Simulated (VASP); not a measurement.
A run of VASP 6.6.1 is set up as follows.

INCAR

```
SYSTEM = Al2Au
PREC = Accurate
ENCUT = 520
EDIFF = 1E-7
ISMEAR = 1
SIGMA = 0.1
LREAL = .False.
LASPH = .True.
NELM = 60
ALGO = Normal
ISIF = 2
LWAVE = .False.
LCHARG = .False.
GGA = PE
NBANDS = 16
```

File KPOINTS:

```
regular mesh
0
Gamma
  6 6 6
  0 0 0
```

Contents of POSCAR:

```
Al2Au
1.0
    0.0000000000      3.0000000000      3.0000000000
    3.0000000000      0.0000000000      3.0000000000
    3.0000000000      3.0000000000      0.0000000000
Al Au
2 1
Direct
    0.2500000000      0.2500000000      0.2500000000
    0.7500000000      0.7500000000      0.7500000000
    0.0000000000      0.0000000000      0.0000000000
```

Potentials or basis: VASP PAW PBE potentials, release 64 (Al, Au).

Run with:

```console
$ cat potpaw_PBE.64/Al/POTCAR potpaw_PBE.64/Au/POTCAR > POTCAR
$ mpirun -np 1 vasp_std > vasp.out
```

Question: What does it give for the pressure?

Answer: 3.1 GPa.
